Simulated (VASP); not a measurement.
CdSe, 2 atoms in the cell. Symmetry: C2, No. 5, monoclinic system. The conventional cell has a = 6.201 Å, b = 6.197 Å, c = 4.332 Å, α = 90.00°, β = 131.45°, γ = 90.00°. Cd (site symmetry 2) has 4 Se at 2.66 to 2.80 Å within 3.5 Å. Se (site symmetry 2) has 4 Cd at 2.66 to 2.80 Å within 3.5 Å.  This cell differs from its parent crystal: engineering shear strain xz -0.0733, normal strain along z +0.0500.

- Program: VASP 6.6.1
- Task: single point
- Functional: PBE
- Potentials or basis: VASP PAW PBE potentials, release 64 (Cd, Se)
- Cutoff: 520 eV
- k mesh: 10 × 10 × 10
- Occupations: gaussian, width 0.05 eV
- Spin: no spin polarisation
- Dipole correction: no
- Further INCAR settings: ALGO = Normal; EDIFF = 1e-06; NBANDS = 16

Potentials or basis: VASP PAW PBE potentials, release 64 (Cd, Se).

Command:

```bash
$ cat potpaw_PBE.64/Cd/POTCAR potpaw_PBE.64/Se/POTCAR > POTCAR
$ mpirun -np 1 vasp_std > vasp.out
```

Hardware: 1 thread of AMD EPYC 9R45 96-Core Processor (Zen 5), with other jobs on the host.

Problem. Estimate the wall time of this run.

Solution. It took 2.4 min on 1 thread of AMD EPYC 9R45 96-Core Processor (Zen 5), with other jobs on the host, peak memory 0.39 GiB. Counts: scf iterations 12, k points 282.
